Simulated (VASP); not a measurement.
Input of a VASP 6.6.1 run:

The input INCAR:

```
  PREC = Accurate
  ENCUT = 520
  EDIFF = 1E-6
  ISMEAR = 0
  SIGMA = 0.01
  LREAL = False
  LASPH = True
  NELM = 80
  ALGO = Normal
  ISIF = 2
  LWAVE = False
  LCHARG = False
  GGA = PS
  NBANDS = 15
```

KPOINTS

```
Automatic mesh
0
Gamma
  6 6 6
```

POSCAR

```
KI
1.0
    4.4564030225      0.0000000000      0.0000000000
    0.0000000000      4.4564030225      0.0000000000
    0.0000000000      0.0000000000      4.4564030225
K I
1 1
Direct
    0.0000000000      0.0000000000      0.0000000000
    0.5000000000      0.5000000000      0.5000000000
```

Potentials or basis: VASP PAW PBE potentials, release 64 (K_sv, I).

Command:

```bash
$ cat potpaw_PBE.64/K_sv/POTCAR potpaw_PBE.64/I/POTCAR > POTCAR
$ mpirun -np 1 vasp_std > vasp.out
```

Task: Estimate the pressure.

Result: -1.5 GPa.

Task: What does it give for the band gap on the k mesh?

Result: 2.95 eV (least direct gap 3.26 eV).

Caveat: the PAW data sets were made with another functional, which shifts forces and pressure a little; spin-orbit coupling is left out, which moves the levels of the heavy elements. A k mesh can miss the band edges.
